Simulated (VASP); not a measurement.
# Al (Fm-3m) in VASP: notebook

Runs on Al. Level: PBEsol. Tasks: single point, relaxation of volume and atoms at fixed shape.

Program: VASP 6.6.1. These are calculated values, not measurements. Logs are shortened: lines on timing, memory, paths and dates and some standing lists are left out, and cuts for length are marked.

## (1) The cell of the first run

It takes space group Fm-3m (No. 225, cubic). The conventional cell has a = 4.015 Å, b = 4.015 Å, c = 4.015 Å, α = 90.00°, β = 90.00°, γ = 90.00°. Al (site symmetry m-3m) has 12 Al at 2.84 Å within 3.7 Å.

## (2) Single point, PBEsol

Input file INCAR:

```
SYSTEM = Al
ALGO = Normal
EDIFF = 1E-6
ENCUT = 520
GGA = PS
ISIF = 2
ISMEAR = -1
LASPH = .True.
LCHARG = .False.
LREAL = .False.
LWAVE = .False.
NBANDS = 8
NELM = 80
PREC = Accurate
SIGMA = 0.05
```

Input file KPOINTS:

```
k-points
0
Gamma
  18 18 18
  0 0 0
```

Input file POSCAR:

```
Al
1.0
    0.0000000000      2.0075416735      2.0075416735
    2.0075416735      0.0000000000      2.0075416735
    2.0075416735      2.0075416735      0.0000000000
Al
1
Direct
    0.0000000000      0.0000000000      0.0000000000
```

Potentials or basis: VASP PAW PBE potentials, release 64 (Al).

Command:

```console
$ cat potpaw_PBE.64/Al/POTCAR > POTCAR
$ mpirun -np 1 vasp_std > vasp.out
```

OUTCAR:

```text
SYSTEM = Al
   EDIFF = 1E-6
   ENCUT = 520
   GGA = PS
   ISIF = 2
   ISMEAR = -1
   LASPH = .True.
   LREAL = .False.
   NELM = 80
   PREC = Accurate

 ion  position               nearest neighbor table
   1  0.000  0.000  0.000-

  LATTYP: Found a face centered cubic cell.
 ALAT       =     4.0150833470

  Lattice vectors:

 A1 = (   0.0000000000,   2.0075416735,   2.0075416735)
 A2 = (   2.0075416735,   0.0000000000,   2.0075416735)
 A3 = (   2.0075416735,   2.0075416735,   0.0000000000)

Analysis of symmetry for initial positions (statically):
=====================================================================
 Subroutine PRICEL returns:
 Original cell was already a primitive cell.

 Routine SETGRP: Setting up the symmetry group for a
 face centered cubic supercell.

 Subroutine GETGRP returns: Found 48 space group operations
 (whereof 48 operations were pure point group operations)
 out of a pool of 48 trial point group operations.

The static configuration has the point symmetry O_h .

Analysis of symmetry for dynamics (positions and initial velocities):
=====================================================================
 Subroutine PRICEL returns:
 Original cell was already a primitive cell.

 Routine SETGRP: Setting up the symmetry group for a
 face centered cubic supercell.

 Subroutine GETGRP returns: Found 48 space group operations
 (whereof 48 operations were pure point group operations)
 out of a pool of 48 trial point group operations.

The dynamic configuration has the point symmetry O_h .

 Subroutine INISYM returns: Found 48 space group operations
 (whereof 48 operations are pure point group operations),
 and found     1 'primitive' translations

----------------------------------------------------------------------------------------

                                     Primitive cell

  volume of cell :      16.1817

  direct lattice vectors                    reciprocal lattice vectors
     0.000000000  2.007541674  2.007541674    -0.249060832  0.249060832  0.249060832
     2.007541674  0.000000000  2.007541674     0.249060832 -0.249060832  0.249060832
     2.007541674  2.007541674  0.000000000     0.249060832  0.249060832 -0.249060832

  length of vectors
     2.839092662  2.839092662  2.839092662     0.431386016  0.431386016  0.431386016

  position of ions in fractional coordinates (direct lattice)
     0.000000000  0.000000000  0.000000000

  ion indices of the primitive-cell ions
   primitive index   ion index
                 1           1

----------------------------------------------------------------------------------------

 KPOINTS: k-points

Automatic generation of k-mesh.
 Grid dimensions read from file:
 generate k-points for:   18   18   18

 Generating k-lattice:

  Cartesian coordinates                     Fractional coordinates (reciprocal lattice)
    -0.013836713  0.013836713  0.013836713     0.055555556  0.000000000  0.000000000
     0.013836713 -0.013836713  0.013836713     0.000000000  0.055555556  0.000000000
     0.013836713  0.013836713 -0.013836713     0.000000000  0.000000000  0.055555556

  Length of vectors
     0.023965890  0.023965890  0.023965890

  Shift w.r.t. Gamma in fractional coordinates (k-lattice)
     0.000000000  0.000000000  0.000000000

 Subroutine IBZKPT returns following result:
 ===========================================

 Found    195 irreducible k-points:

 Following reciprocal coordinates:
            Coordinates               Weight
  0.000000  0.000000  0.000000      1.000000
  0.055556  0.000000  0.000000      8.000000
  0.111111  0.000000  0.000000      8.000000
  0.166667  0.000000  0.000000      8.000000
  0.222222  0.000000  0.000000      8.000000
  0.277778  0.000000  0.000000      8.000000
[... 16 lines left out ...]
 -0.277778  0.055556  0.000000     24.000000
 -0.222222  0.055556  0.000000     24.000000
 [... further k-points ...]
   k-points           NKPTS =    195   k-points in BZ     NKDIM =    195   number of bands    NBANDS=      8
   number of dos      NEDOS =    301   number of ions     NIONS =      1
   total plane-waves  NPLWV =  13824
   dimension x,y,z NGX =    24 NGY =   24 NGZ =   24
   dimension x,y,z NGXF=    48 NGYF=   48 NGZF=   48
   ions per type =               1
   NGX,Y,Z   is equivalent  to a cutoff of  14.05, 14.05, 14.05 a.u.
   NGXF,Y,Z  is equivalent  to a cutoff of  28.11, 28.11, 28.11 a.u.
 SYSTEM =  Al
   PREC   = accura    normal or accurate (medium, high low for compatibility)
   ISTART =      0    job   : 0-new  1-cont  2-samecut
   ICHARG =      2    charge: 1-file 2-atom 10-const
   ISPIN  =      1    spin polarized calculation?
   LNONCOLLINEAR =      F non collinear calculations
   LSORBIT =      F    spin-orbit coupling
   LASPH  =      T    aspherical Exc in radial PAW
   ENCUT  =  520.0 eV  38.22 Ry    6.18 a.u.   5.28  5.28  5.28*2*pi/ulx,y,z
   NELM   =     80;   NELMIN=  2; NELMDL= -5     # of ELM steps
   EDIFF  = 0.1E-05   stopping-criterion for ELM
   LREAL  =      F    real-space projection
   EDIFFG = 0.1E-04   stopping-criterion for IOM
   NSW    =      0    number of steps for IOM
   IBRION =     -1    ionic relax: 0-MD 1-quasi-New 2-CG
   NFREE  =      0    steps in history (QN), initial steepest desc. (CG)
   ISIF   =      2    stress and relaxation
   ISYM   =      2    0-nonsym 1-usesym 2-fastsym
   POTIM  = 0.5000    time-step for ionic-motion
   TEBEG  =    0.0;   TEEND  =   0.0 temperature during run
   PSTRESS=    0.0 pullay stress
   NELECT =       3.0000    total number of electrons
   NUPDOWN=      -1.0000    fix difference up-down
   EMIN   =  10.00;   EMAX   =-10.00  energy-range for DOS
   EFERMI =   0.00;   METHOD = LEGACY
   ISMEAR =    -1;   SIGMA  =   0.05  broadening in eV -4-tet -1-fermi 0-gaus
   EFERMI_NEDOS =   21; number of points for ismear=-14 and -15
   IALGO  =     38    algorithm
   IMIX   =      4    mixing-type and parameters
     AMIX     =   0.40;   BMIX     =  1.00
     AMIX_MAG =   1.60;   BMIX_MAG =  1.00
  volume/ion in A,a.u.               =      16.18       109.20
  Fermi-wavevector in a.u.,A,eV,Ry     =   0.933485  1.764031 11.856039  0.871394
  Thomas-Fermi vector in A             =   2.060191
   LORBIT       =      0    0 simple, 1 ext, 2 COOP (PROOUT), +10 PAW based schemes
   GGA     = PS    functional components
   LHFCALC =     F    Hartree Fock is set to
   AEXX    =    0.0000 exact exchange contribution
   IVDW    =     0    specifies the selected vdW correction
   LEPSILON=     F    determine dielectric tensor
   LRPA    =     F    only Hartree local field effects (RPA)
 non-spin polarized calculation
  energy-cutoff  :      520.00
  volume of cell :       16.18
 maximum number of plane-waves:       448
 NGX is ok and might be reduce to    24
   NGX = 11   NGY = 11   NGZ = 11

 number of electron       3.0000000 magnetization

 Free energy of the ion-electron system (eV)
  ---------------------------------------------------
  ext. energy  EPLUGINS =         0.00000000
  ---------------------------------------------------
  free energy    TOTEN  =        -4.09150417 eV

  energy without entropy =       -4.08719432  energy(sigma->0) =       -4.08934924

 E-fermi :   8.1440     XC(G=0): -10.3280

 val. band max:        8.1303027919   @ k =  -0.2778   0.2778   0.0556
 cond. band min:       8.1532865465   @ k =  -0.4444   0.3333   0.1111
 fundamental gap:      0.0229837545
 Fermi energy:         8.1440063386

 k-point     1 :       0.0000    0.0000    0.0000
  band No.  band energies     occupation
      1      -3.1108      2.00000
      2      20.8572      0.00000
      3      20.8572      0.00000
      4      20.8572      0.00000
      5      22.4970      0.00000
      6      22.4970      0.00000
      7      22.4970      0.00000
      8      24.7810      0.00000

 k-point     2 :       0.0556    0.0000    0.0000
  band No.  band energies     occupation
      1      -3.0258      2.00000
      2      19.3561      0.00000
      3      20.5638      0.00000
      4      20.5638      0.00000
      5      22.9235      0.00000
      6      22.9235      0.00000
      7      23.0444      0.00000
      8      25.6748      0.00000

 k-point     3 :       0.1111    0.0000    0.0000
  band No.  band energies     occupation
      1      -2.7712      2.00000
      2      17.1186      0.00000
      3      20.0650      0.00000
      4      20.0650      0.00000
      5      23.0956      0.00000
      6      23.7934      0.00000
      7      23.7934      0.00000
      8      26.2183      0.00000

 k-point     4 :       0.1667    0.0000    0.0000
  band No.  band energies     occupation
      1      -2.3479      2.00000
      2      14.8612      0.00000
      3      19.6239      0.00000
      4      19.6239      0.00000
      5      22.9255      0.00000
      6      24.3960      0.00000
      7      24.3960      0.00000
      8      25.5694      0.00000

 k-point     5 :       0.2222    0.0000    0.0000
  band No.  band energies     occupation
      1      -1.7574      2.00000
      2      12.6791      0.00000
      3      19.2981      0.00000
      4      19.2981      0.00000
      5      22.7490      0.00000
      6      23.5814      0.00000
      7      23.5814      0.00000
      8      26.5479      0.00000
[... 177 lines left out ...]
 k-point    22 :      -0.3333    0.0556    0.0000
  band No.  band energies     occupation
      1       0.3310      2.00000
      2       8.0998      1.41569
      3      17.3641      0.00000
      4      20.2605      0.00000
      5      20.3177      0.00000
      6      21.7674      0.00000
      7      23.3328      0.00000
      8      26.2367      0.00000

 k-point    23 :      -0.2778    0.0556    0.0000
  band No.  band energies     occupation
      1      -0.6397      2.00000
      2      10.0039      0.00000
      3      17.3821      0.00000
      4      20.2887      0.00000
      5      21.1779      0.00000
      6      22.6374      0.00000
      7      23.2874      0.00000
      8      27.0345      0.00000

 k-point    24 :      -0.2222    0.0556    0.0000
  band No.  band energies     occupation
      1      -1.4492      2.00000
      2      12.0322      0.00000
      3      17.5454      0.00000
      4      20.4243      0.00000
      5      22.1833      0.00000
      6      23.2659      0.00000
      7      23.7083      0.00000
      8      25.9194      0.00000

 [... further k-points ...]

------------------------ aborting loop because EDIFF is reached ----------------------------------------

  FORCE on cell =-STRESS in cart. coord.  units (eV):
  Direction    XX          YY          ZZ          XY          YZ          ZX
  --------------------------------------------------------------------------------------
  -------------------------------------------------------------------------------------
  Total        0.0055937      0.0055937      0.0055937      0.0000000     -0.0000000      0.0000000
  in kB        0.5538446      0.5538446      0.5538446      0.0000000     -0.0000000      0.0000000
  external PRESSURE =       0.5538446 kB  Pullay stress =       0.0000000 kB

 VOLUME and BASIS-vectors are now :
 -----------------------------------------------------------------------------
  energy-cutoff  :      520.00
  volume of cell :       16.18
      direct lattice vectors                 reciprocal lattice vectors
     0.000000000  2.007541674  2.007541674    -0.249060832  0.249060832  0.249060832
     2.007541674  0.000000000  2.007541674     0.249060832 -0.249060832  0.249060832
     2.007541674  2.007541674  0.000000000     0.249060832  0.249060832 -0.249060832

 POSITION                                       TOTAL-FORCE (eV/Angst)
 -----------------------------------------------------------------------------------
      0.00000      0.00000      0.00000         0.000000      0.000000      0.000000
 -----------------------------------------------------------------------------------
    total drift:                               -0.000000      0.000000      0.000000

  FREE ENERGIE OF THE ION-ELECTRON SYSTEM (eV)
  ---------------------------------------------------
  free  energy   TOTEN  =        -4.0915041697 eV

  energy  without entropy=       -4.0871943161  energy(sigma->0) =       -4.08934924
```

It took 14 s on 1 thread of Intel Xeon 6975P-C, shared host; peak memory 0.14 GiB.

Results:

* Free energy: -4.0915 eV
* Pressure: 0.1 GPa

Levels at points of the mesh, in eV from the Fermi level:
```
           k point  band 1  band 2  band 3  band 4  band 5  band 6
(0.00, 0.00, 0.00)  -11.25   12.71   12.71   12.71   14.35   14.35
(0.50, 0.00, 0.00)   -4.66   -4.39   11.53   11.53   11.61   11.61
(0.50, 0.50, 0.00)   -2.96   -1.60    5.27    5.69    5.69    9.25
```

Caveat: the PAW data sets were made with another functional, which shifts forces and pressure a little.

## (3) Relaxation of volume and atoms at fixed shape, PBEsol

This run uses another cell than the first one, of 16.60 Å³/atom, 1.026 times its volume.

Input file INCAR:

```
SYSTEM = Al
PREC     = Accurate       ! precision mode
ENCUT    = 600            ! plane-wave cutoff, eV
EDIFF    = 1E-7           ! SCF threshold, eV
ISMEAR   = -1             ! smearing method
SIGMA    = 0.05           ! smearing width, eV
LREAL    = .FALSE.        ! projectors in reciprocal space
LASPH    = .TRUE.         ! aspherical terms in the spheres
NELM     = 100            ! most SCF steps
ALGO     = Normal         ! electronic algorithm
ISIF     = 8              ! what is computed and relaxed
LWAVE    = .FALSE.        ! write WAVECAR
LCHARG   = .FALSE.        ! write CHGCAR
GGA      = PS             ! functional
IBRION   = 2              ! ionic algorithm
NSW      = 80             ! ionic steps
EDIFFG   = -0.01          ! ionic threshold
```

Input file KPOINTS:

```
regular mesh
0
G
  18 18 18
  0 0 0
```

Input file POSCAR:

```
Al
1.0
    0.0000000000      2.0248050000      2.0248050000
    2.0248050000      0.0000000000      2.0248050000
    2.0248050000      2.0248050000      0.0000000000
Al
1
Direct
    0.0000000000      0.0000000000      0.0000000000
```

Potentials or basis: VASP PAW PBE potentials, release 64 (Al).

Command:

```console
$ cat potpaw_PBE.64/Al/POTCAR > POTCAR
$ mpirun -np 1 vasp_std > vasp.out
```

It took 22 s on 1 thread of Intel Xeon 6975P-C, shared host; peak memory 0.15 GiB.

It converged, with:

```yaml
Free_energy: -4.0916 eV
Relaxed_volume: 16.19 Å³/atom
Relaxed_cell: a = 2.840 Å, b = 2.840 Å, c = 2.840 Å, α = 60.00°, β = 60.00°, γ = 60.00°
Space_group_after_relaxing_to_0.05_Å: Fm-3m (No. 225)
Energy_gained_by_relaxing: 2.5 meV/atom
Ionic_steps: 3
Pressure_after_relaxing: 0.0 GPa
```

The path:
```
step  energy change (eV)  largest force (eV/Å)  pressure (GPa)  volume (Å³)
   1              0.0000                0.0000           -1.91        16.60
   2             -0.0024                0.0000            0.32        16.13
   3             -0.0025                0.0000            0.00        16.19
```

Final structure:
```
CELL_PARAMETERS angstrom
0.00000 2.00800 2.00800
2.00800 0.00000 2.00800
2.00800 2.00800 0.00000
ATOMIC_POSITIONS crystal
Al 0.00000 0.00000 0.00000
```

Levels at points of the mesh, in eV from the Fermi level:
| k point | band 1 | band 2 | band 3 | band 4 | band 5 |
| --- | --- | --- | --- | --- | --- |
| (0.00, 0.00, 0.00) | -11.25 | 12.71 | 12.71 | 12.71 | 14.34 |
| (0.50, 0.00, 0.00) | -4.66 | -4.39 | 11.53 | 11.54 | 11.61 |
| (0.50, 0.50, 0.00) | -2.95 | -1.60 | 5.27 | 5.69 | 5.69 |

Caveat: the PAW data sets were made with another functional, which shifts forces and pressure a little.
